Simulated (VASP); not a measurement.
Write the native input for VASP 6.6.1 that does the following.

- Task: single point
- Functional: r2SCAN
- Potentials or basis: VASP PAW PBE potentials, release 64 (Ga_d, O)
- Cutoff: 520 eV
- k mesh: 9 × 9 × 4
- Occupations: gaussian, width 0.01 eV
- Spin: no spin polarisation
- Dipole correction: no
- Further INCAR settings: ALGO = Normal; EDIFF = 1e-06; NBANDS = 30

Ga2O3:

```xyz
5
Lattice="3.0496 0.0000 0.0000 -1.5248 2.6410 0.0000 0.0000 0.0000 6.9801" Properties=species:S:1:pos:R:3 pbc="T T T"
Ga    0.0000    1.7607    1.4234
Ga    1.5248    0.8803    5.5567
O     0.0000    0.0000    0.0000
O     0.0000    1.7607    4.8274
O     1.5248    0.8803    2.1527
```

This cell differs from its parent crystal: volume changed by +6%.

One way to write it, as run:

POSCAR

```
Ga2O3
1.0
    3.0496070087      0.0000000000      0.0000000000
   -1.5248035043      2.6410371411      0.0000000000
    0.0000000000      0.0000000000      6.9800516049
Ga O
2 3
Direct
    0.3333333333      0.6666666667      0.2039202181
    0.6666666667      0.3333333333      0.7960797819
    0.0000000000      0.0000000000      0.0000000000
    0.3333333333      0.6666666667      0.6915979171
    0.6666666667      0.3333333333      0.3084020829
```

INCAR.step1

```
ALGO = Normal ; EDIFF = 1E-4
ENCUT = 520 ; GGA = PE
ISMEAR = 0 ; LASPH = T
LCHARG = F ; LREAL = F
LWAVE = T ; NBANDS = 30
NELM = 100 ; PREC = Accurate
SIGMA = 0.01
```

INCAR.step2

```
ALGO = Normal ; EDIFF = 1E-6
ENCUT = 520 ; ISIF = 2
ISMEAR = 0 ; ISTART = 1
LASPH = T ; LCHARG = F
LMIXTAU = T ; LREAL = F
LWAVE = F ; METAGGA = R2SCAN
NBANDS = 30 ; NELM = 100
PREC = Accurate ; SIGMA = 0.01
```

KPOINTS

```
k-points
0
Gamma
  9 9 4
```

Potentials or basis: VASP PAW PBE potentials, release 64 (Ga_d, O).

The run is started by

```bash
$ cat potpaw_PBE.64/Ga_d/POTCAR potpaw_PBE.64/O/POTCAR > POTCAR
$ cp INCAR.step1 INCAR
$ mpirun -np 1 vasp_std > vasp.out
$ cp INCAR.step2 INCAR
$ mpirun -np 1 vasp_std > vasp.out
```

It gave:

```yaml
Pressure: -8.9 GPa
Largest_force: 0.505 eV/Å
Band_gap_on_the_k_mesh: 2.62 eV, direct
```

Caveat: the PAW data sets were made with another functional, which shifts forces and pressure a little.

It took 3 min on 1 thread of Intel(R) Xeon(R) Platinum 8488C (Sapphire Rapids), on a shared host, peak memory 0.21 GiB.
